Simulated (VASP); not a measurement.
**Nb: relaxation of cell and atoms with PBEsol**

Nb:

```
Nb
1.0
     0.00000    2.09500    2.09500
     2.09500    0.00000    2.09500
     2.09500    2.09500    0.00000
Nb
1
Direct
  0.00000 0.00000 0.00000
```

This isn't the form of Nb at room conditions, which is bcc.

```
Program                : VASP 6.6.1
Task                   : relaxation of cell and atoms
Functional             : PBEsol
Potentials or basis    : VASP PAW PBE potentials, release 64 (Nb_sv)
Cutoff                 : 500 eV
k mesh                 : 9 × 9 × 9
Occupations            : gaussian, width 0.1 eV
Spin                   : no spin polarisation
Target pressure        : 30 GPa
Dipole correction      : no
Further INCAR settings : ALGO = Normal; EDIFF = 1e-07; IBRION = 2; EDIFFG = -0.03; NSW = 80; ISIF = 3
```

```yaml
Relaxed_volume: 15.82 Å³/atom
Relaxed_cell: a = 2.818 Å, b = 2.818 Å, c = 2.818 Å, α = 60.00°, β = 60.00°, γ = 60.00°
Space_group_after_relaxing_to_0.1_Å: Fm-3m (No. 225)
Energy_change_on_relaxing_the_run_minimises_the_enthalpy: +207.0 meV/atom
Ionic_steps: 5
Pressure_after_relaxing: 30.0 GPa
Band_gap_on_the_k_mesh: zero (an odd number of electrons rules out a gap without spin polarisation)
```

The path:
```
step  energy change (eV)  largest force (eV/Å)  pressure (GPa)  volume (Å³)
   1              0.0000                0.0000           -1.44        18.39
   2              3.9898                0.0000          256.48        10.36
   3              0.1503                0.0000           24.97        16.15
   4              0.1872                0.0000           28.29        15.93
   5              0.2070                0.0000           29.97        15.82
```

Final structure:
```
Nb
1.0
     0.00000    1.99235    1.99235
     1.99235    0.00000    1.99235
     1.99235    1.99235    0.00000
Nb
1
Direct
  0.00000 0.00000 0.00000
```

Levels at points of the mesh, in eV from the Fermi level:
```csv
k point,band 3,band 4,band 5,band 6,band 7,band 8,band 9,band 10
"(0.00, 0.00, 0.00)",-29.61,-29.61,-6.64,-0.11,-0.11,-0.11,3.18,3.18
```

Wall time 43 s on 1 thread of AMD EPYC 7R43 64-Core Processor (Zen 3), on a shared host, peak memory 0.12 GiB.

Caveat: the cell is relaxed towards a set pressure, so the run minimises the enthalpy, not the energy; the PAW data sets were made with another functional, which shifts forces and pressure a little.
